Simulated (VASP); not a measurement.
# C (Fd-3m) in VASP: a series of runs

The runs below take C through electric field gradients, with LDA.

Everything below comes from runs of VASP 6.6.1. Logs are shortened: lines on timing, memory, paths and dates and some standing lists are left out, and cuts for length are marked.

## Step 1: The cell of the first run

Symmetry: Fd-3m, No. 227, cubic system. Conventional cell: a = 3.519 Å, b = 3.519 Å, c = 3.519 Å, α = 90.00°, β = 90.00°, γ = 90.00°. Within 2.0 Å of C (site symmetry -43m) lie 4 C at 1.52 Å.

## Step 2: Electric field gradients, LDA (volume scaled by 0.96)

Contents of INCAR:

```
SYSTEM = C
PREC = Accurate
ENCUT = 520
EDIFF = 1E-8
ISMEAR = -1
SIGMA = 0.08
LREAL = .FALSE.
LASPH = .TRUE.
NELM = 100
ALGO = Normal
ISIF = 2
LWAVE = .FALSE.
LCHARG = .FALSE.
GGA = CA
LEFG = .TRUE.
NBANDS = 11
```

Contents of KPOINTS:

```
Automatic mesh
0
G
  20 20 20
  0 0 0
```

Contents of POSCAR:

```
C
1.0
    0.0000000000      1.7592970453      1.7592970453
    1.7592970453      0.0000000000      1.7592970453
    1.7592970453      1.7592970453      0.0000000000
C
2
Direct
    0.5000000000      0.5000000000      0.5000000000
    0.7500000000      0.7500000000      0.7500000000
```

Potentials or basis: VASP PAW LDA potentials, release 64 (C).

Command:

```bash
$ cat potpaw_LDA.64/C/POTCAR > POTCAR
$ mpirun -np 1 vasp_std > vasp.out
```

OUTCAR:

```text
SYSTEM = C
   PREC = Accurate
   ENCUT = 520
   EDIFF = 1E-8
   ISMEAR = -1
   LREAL = .FALSE.
   LASPH = .TRUE.
   NELM = 100
   ISIF = 2
   GGA = CA

 ion  position               nearest neighbor table
   1  0.500  0.500  0.500-   2 1.52   2 1.52   2 1.52   2 1.52
   2  0.750  0.750  0.750-   1 1.52   1 1.52   1 1.52   1 1.52

  LATTYP: Found a face centered cubic cell.
 ALAT       =     3.5185940906

  Lattice vectors:

 A1 = (   0.0000000000,   1.7592970453,   1.7592970453)
 A2 = (   1.7592970453,   0.0000000000,   1.7592970453)
 A3 = (   1.7592970453,   1.7592970453,   0.0000000000)

Analysis of symmetry for initial positions (statically):
=====================================================================
 Subroutine PRICEL returns:
 Original cell was already a primitive cell.

 Routine SETGRP: Setting up the symmetry group for a
 face centered cubic supercell.

 Subroutine GETGRP returns: Found 48 space group operations
 (whereof 24 operations were pure point group operations)
 out of a pool of 48 trial point group operations.

The static configuration has the point symmetry T_d .
 The point group associated with its full space group is O_h .

Analysis of symmetry for dynamics (positions and initial velocities):
=====================================================================
 Subroutine PRICEL returns:
 Original cell was already a primitive cell.

 Routine SETGRP: Setting up the symmetry group for a
 face centered cubic supercell.

 Subroutine GETGRP returns: Found 48 space group operations
 (whereof 24 operations were pure point group operations)
 out of a pool of 48 trial point group operations.

The dynamic configuration has the point symmetry T_d .
 The point group associated with its full space group is O_h .

 Subroutine INISYM returns: Found 48 space group operations
 (whereof 24 operations are pure point group operations),
 and found     1 'primitive' translations

----------------------------------------------------------------------------------------

                                     Primitive cell

  volume of cell :      10.8905

  direct lattice vectors                    reciprocal lattice vectors
     0.000000000  1.759297045  1.759297045    -0.284204422  0.284204422  0.284204422
     1.759297045  0.000000000  1.759297045     0.284204422 -0.284204422  0.284204422
     1.759297045  1.759297045  0.000000000     0.284204422  0.284204422 -0.284204422

  length of vectors
     2.488021742  2.488021742  2.488021742     0.492256499  0.492256499  0.492256499

  position of ions in fractional coordinates (direct lattice)
     0.500000000  0.500000000  0.500000000
     0.750000000  0.750000000  0.750000000

  ion indices of the primitive-cell ions
   primitive index   ion index
                 1           1
                 2           2

----------------------------------------------------------------------------------------

 KPOINTS: Automatic mesh

Automatic generation of k-mesh.
 Grid dimensions read from file:
 generate k-points for:   20   20   20

 Generating k-lattice:

  Cartesian coordinates                     Fractional coordinates (reciprocal lattice)
    -0.014210221  0.014210221  0.014210221     0.050000000  0.000000000  0.000000000
     0.014210221 -0.014210221  0.014210221     0.000000000  0.050000000  0.000000000
     0.014210221  0.014210221 -0.014210221     0.000000000  0.000000000  0.050000000

  Length of vectors
     0.024612825  0.024612825  0.024612825

  Shift w.r.t. Gamma in fractional coordinates (k-lattice)
     0.000000000  0.000000000  0.000000000

 Subroutine IBZKPT returns following result:
 ===========================================

 Found    256 irreducible k-points:

 Following reciprocal coordinates:
            Coordinates               Weight
  0.000000  0.000000  0.000000      1.000000
  0.050000  0.000000  0.000000      8.000000
  0.100000  0.000000  0.000000      8.000000
  0.150000  0.000000  0.000000      8.000000
  0.200000  0.000000  0.000000      8.000000
  0.250000  0.000000  0.000000      8.000000
[... 16 lines left out ...]
 -0.400000  0.050000  0.000000     24.000000
 -0.350000  0.050000  0.000000     24.000000
 [... further k-points ...]
   k-points           NKPTS =    256   k-points in BZ     NKDIM =    256   number of bands    NBANDS=     11
   number of dos      NEDOS =    301   number of ions     NIONS =      2
   total plane-waves  NPLWV =   8000
   dimension x,y,z NGX =    20 NGY =   20 NGZ =   20
   dimension x,y,z NGXF=    40 NGYF=   40 NGZF=   40
   ions per type =               2
   NGX,Y,Z   is equivalent  to a cutoff of  13.36, 13.36, 13.36 a.u.
   NGXF,Y,Z  is equivalent  to a cutoff of  26.73, 26.73, 26.73 a.u.
 SYSTEM =  C
   PREC   = accura    normal or accurate (medium, high low for compatibility)
   ISTART =      0    job   : 0-new  1-cont  2-samecut
   ICHARG =      2    charge: 1-file 2-atom 10-const
   ISPIN  =      1    spin polarized calculation?
   LNONCOLLINEAR =      F non collinear calculations
   LSORBIT =      F    spin-orbit coupling
   LASPH  =      T    aspherical Exc in radial PAW
   ENCUT  =  520.0 eV  38.22 Ry    6.18 a.u.   4.63  4.63  4.63*2*pi/ulx,y,z
   NELM   =    100;   NELMIN=  2; NELMDL= -5     # of ELM steps
   EDIFF  = 0.1E-07   stopping-criterion for ELM
   LREAL  =      F    real-space projection
   EDIFFG = 0.1E-06   stopping-criterion for IOM
   NSW    =      0    number of steps for IOM
   IBRION =     -1    ionic relax: 0-MD 1-quasi-New 2-CG
   NFREE  =      0    steps in history (QN), initial steepest desc. (CG)
   ISIF   =      2    stress and relaxation
   ISYM   =      2    0-nonsym 1-usesym 2-fastsym
   POTIM  = 0.5000    time-step for ionic-motion
   TEBEG  =    0.0;   TEEND  =   0.0 temperature during run
   PSTRESS=    0.0 pullay stress
   NELECT =       8.0000    total number of electrons
   NUPDOWN=      -1.0000    fix difference up-down
   EMIN   =  10.00;   EMAX   =-10.00  energy-range for DOS
   EFERMI =   0.00;   METHOD = LEGACY
   ISMEAR =    -1;   SIGMA  =   0.08  broadening in eV -4-tet -1-fermi 0-gaus
   EFERMI_NEDOS =   21; number of points for ismear=-14 and -15
   IALGO  =     38    algorithm
   IMIX   =      4    mixing-type and parameters
     AMIX     =   0.40;   BMIX     =  1.00
     AMIX_MAG =   1.60;   BMIX_MAG =  1.00
  volume/ion in A,a.u.               =       5.45        36.75
  Fermi-wavevector in a.u.,A,eV,Ry     =   1.477142  2.791394 29.687222  2.181949
  Thomas-Fermi vector in A             =   2.591583
   LORBIT       =      0    0 simple, 1 ext, 2 COOP (PROOUT), +10 PAW based schemes
   GGA     = CA    functional components
   LHFCALC =     F    Hartree Fock is set to
   AEXX    =    0.0000 exact exchange contribution
   IVDW    =     0    specifies the selected vdW correction
   LEPSILON=     F    determine dielectric tensor
   LRPA    =     F    only Hartree local field effects (RPA)
 non-spin polarized calculation
  energy-cutoff  :      520.00
  volume of cell :       10.89
 maximum number of plane-waves:       305
   NGX =  9   NGY =  9   NGZ =  9

 number of electron       7.9999998 magnetization

 Free energy of the ion-electron system (eV)
  ---------------------------------------------------
  ext. energy  EPLUGINS =         0.00000000
  ---------------------------------------------------
  free energy    TOTEN  =       -20.24168046 eV

  energy without entropy =      -20.24168046  energy(sigma->0) =      -20.24168046

 E-fermi :  11.7294     XC(G=0): -13.6978

 val. band max:       10.3294915610   @ k =   0.0000   0.0000   0.0000
 cond. band min:      14.5324187734   @ k =   0.3500   0.3500   0.0000
 fundamental gap:      4.2029272123
 Fermi energy:        11.7293802581

 k-point     1 :       0.0000    0.0000    0.0000
  band No.  band energies     occupation
      1     -11.5398      2.00000
      2      10.3295      2.00000
      3      10.3295      2.00000
      4      10.3295      2.00000
      5      15.9877      0.00000
      6      15.9877      0.00000
      7      15.9877      0.00000
      8      24.8296      0.00000
      9      29.8769      0.00000
     10      37.4199      0.00000
     11      37.4199      0.00000

 k-point     2 :       0.0500    0.0000    0.0000
  band No.  band energies     occupation
      1     -11.4689      2.00000
      2       9.8339      2.00000
      3      10.2003      2.00000
      4      10.2003      2.00000
      5      16.1556      0.00000
      6      16.1556      0.00000
      7      16.3059      0.00000
      8      24.8655      0.00000
      9      29.9953      0.00000
     10      36.0191      0.00000
     11      36.0191      0.00000

 k-point     3 :       0.1000    0.0000    0.0000
  band No.  band energies     occupation
      1     -11.2558      2.00000
      2       8.6179      2.00000
      3       9.8639      2.00000
      4       9.8639      2.00000
      5      16.5971      0.00000
      6      16.5971      0.00000
      7      17.0042      0.00000
      8      24.9712      0.00000
      9      30.3115      0.00000
     10      34.6531      0.00000
     11      34.6531      0.00000

 k-point     4 :       0.1500    0.0000    0.0000
  band No.  band energies     occupation
      1     -10.9015      2.00000
      2       7.0549      2.00000
      3       9.4213      2.00000
      4       9.4213      2.00000
      5      17.1766      0.00000
      6      17.1766      0.00000
      7      17.7468      0.00000
      8      25.1388      0.00000
      9      30.7146      0.00000
     10      33.6535      0.00000
     11      33.6535      0.00000
[... 239 lines left out ...]
 k-point    22 :      -0.4500    0.0500    0.0000
  band No.  band energies     occupation
      1      -5.7314      2.00000
      2      -3.0486      2.00000
      3       7.1087      2.00000
      4       7.4121      2.00000
      5      18.8687      0.00000
      6      19.0222      0.00000
      7      20.0931      0.00000
      8      26.1293      0.00000
      9      32.1344      0.00000
     10      35.1448      0.00000
     11      35.9391      0.00000

 k-point    23 :      -0.4000    0.0500    0.0000
  band No.  band energies     occupation
      1      -6.7226      2.00000
      2      -1.7892      2.00000
      3       7.1172      2.00000
      4       7.6158      2.00000
      5      18.8962      0.00000
      6      18.9758      0.00000
      7      20.0007      0.00000
      8      26.0489      0.00000
      9      31.9204      0.00000
     10      34.7089      0.00000
     11      35.3198      0.00000

 k-point    24 :      -0.3500    0.0500    0.0000
  band No.  band energies     occupation
      1      -7.7418      2.00000
      2      -0.2780      2.00000
      3       7.2211      2.00000
      4       7.9019      2.00000
      5      18.7271      0.00000
      6      19.0449      0.00000
      7      19.8282      0.00000
      8      25.8894      0.00000
      9      31.6913      0.00000
     10      33.4897      0.00000
     11      35.1378      0.00000

 [... further k-points ...]
[... 5 lines left out ...]
  --------------------------------------------------------------------------------------
  -------------------------------------------------------------------------------------
  Total        0.4769845      0.4769845      0.4769845      0.0000000      0.0000000      0.0000000
  in kB       70.1725583     70.1725583     70.1725583      0.0000000      0.0000000      0.0000000
  external PRESSURE =      70.1725583 kB  Pullay stress =       0.0000000 kB

 VOLUME and BASIS-vectors are now :
 -----------------------------------------------------------------------------
  energy-cutoff  :      520.00
  volume of cell :       10.89
      direct lattice vectors                 reciprocal lattice vectors
     0.000000000  1.759297045  1.759297045    -0.284204422  0.284204422  0.284204422
     1.759297045  0.000000000  1.759297045     0.284204422 -0.284204422  0.284204422
     1.759297045  1.759297045  0.000000000     0.284204422  0.284204422 -0.284204422

 POSITION                                       TOTAL-FORCE (eV/Angst)
 -----------------------------------------------------------------------------------
      1.75930      1.75930      1.75930         0.000000      0.000000      0.000000
      2.63895      2.63895      2.63895        -0.000000     -0.000000     -0.000000
 -----------------------------------------------------------------------------------
    total drift:                                0.000000     -0.000000      0.000000

  FREE ENERGIE OF THE ION-ELECTRON SYSTEM (eV)
  ---------------------------------------------------
  free  energy   TOTEN  =       -20.2416804553 eV

  energy  without entropy=      -20.2416804552  energy(sigma->0) =      -20.24168046

 Electric field gradients (V/A^2)
---------------------------------------------------------------------
 ion       V_xx      V_yy      V_zz      V_xy      V_xz      V_yz
---------------------------------------------------------------------
   1      -0.000    -0.000    -0.000    -0.000    -0.000    -0.000
   2      -0.000    -0.000    -0.000    -0.000    -0.000    -0.000
---------------------------------------------------------------------

 Electric field gradients after diagonalization (V/A^2)
 (convention: |V_zz| > |V_xx| > |V_yy|)
----------------------------------------------------------------------
 ion       V_xx      V_yy      V_zz     asymmetry (V_yy - V_xx)/ V_zz
----------------------------------------------------------------------
   1       0.000     0.000    -0.001       0.000
   2       0.000     0.000    -0.001       0.000
----------------------------------------------------------------------

           NMR quadrupolar parameters

 Cq : quadrupolar parameter    Cq=e*Q*V_zz/h
 eta: asymmetry parameters     (V_yy - V_xx)/ V_zz
 Q  : nuclear electric quadrupole moment in mb (millibarn)
----------------------------------------------------------------------
 ion       Cq(MHz)       eta       Q (mb)
----------------------------------------------------------------------
   1      -0.000       0.000       1.000
   2      -0.000       0.000       1.000
----------------------------------------------------------------------
```

Run time: 19 s. Hardware: 1 thread of AMD EPYC 9R14 (Zen 4), shared host; peak memory 0.1 GiB.

Results:

```yaml
Free_energy: -20.2417 eV
Pressure: 7.0 GPa
Band_gap_on_the_k_mesh: 4.20 eV, indirect (least direct gap 5.66 eV)
```

Caveat: without QUAD_EFG the Cq values of the log hold for a quadrupole moment of 1 mb, not for the nuclei. A k mesh can miss the band edges.

(Continued in part 2 of 3.)
